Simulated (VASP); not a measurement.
A run of VASP 6.6.1 is set up as follows.

File INCAR:

```
ALGO = Normal
EDIFF = 1E-6
ENCUT = 520
GGA = PE
ISIF = 2
ISMEAR = 0
LASPH = True
LCHARG = False
LREAL = False
LWAVE = False
NBANDS = 28
NELM = 100
PREC = Accurate
SIGMA = 0.01
```

The input KPOINTS:

```
k-points
0
Gamma
  6 6 6
```

File POSCAR:

```
BaTiO3
1.0
    4.0845689666      0.0000000000      0.0000000000
    0.0000000000      4.0845689666      0.0000000000
    0.0000000000      0.0000000000      4.0845689666
Ba Ti O
1 1 3
Direct
    0.5000000000      0.5000000000      0.5000000000
    0.0000000000      0.0000000000      0.0000000000
    0.5000000000      0.0000000000      0.0000000000
    0.0000000000      0.5000000000      0.0000000000
    0.0000000000      0.0000000000      0.5000000000
```

Potentials or basis: VASP PAW PBE potentials, release 64 (Ba_sv, Ti_sv, O).

Command:

```bash
$ cat potpaw_PBE.64/Ba_sv/POTCAR potpaw_PBE.64/Ti_sv/POTCAR potpaw_PBE.64/O/POTCAR > POTCAR
$ mpirun -np 1 vasp_std > vasp.out
```

Problem. What does it give for the band gap on the k mesh?

Solution. 1.62 eV, indirect (least direct gap 1.82 eV).

Problem. Estimate the pressure.

Solution. -5.6 GPa.

Caveat: spin-orbit coupling is left out, which moves the levels of the heavy elements. A k mesh can miss the band edges.
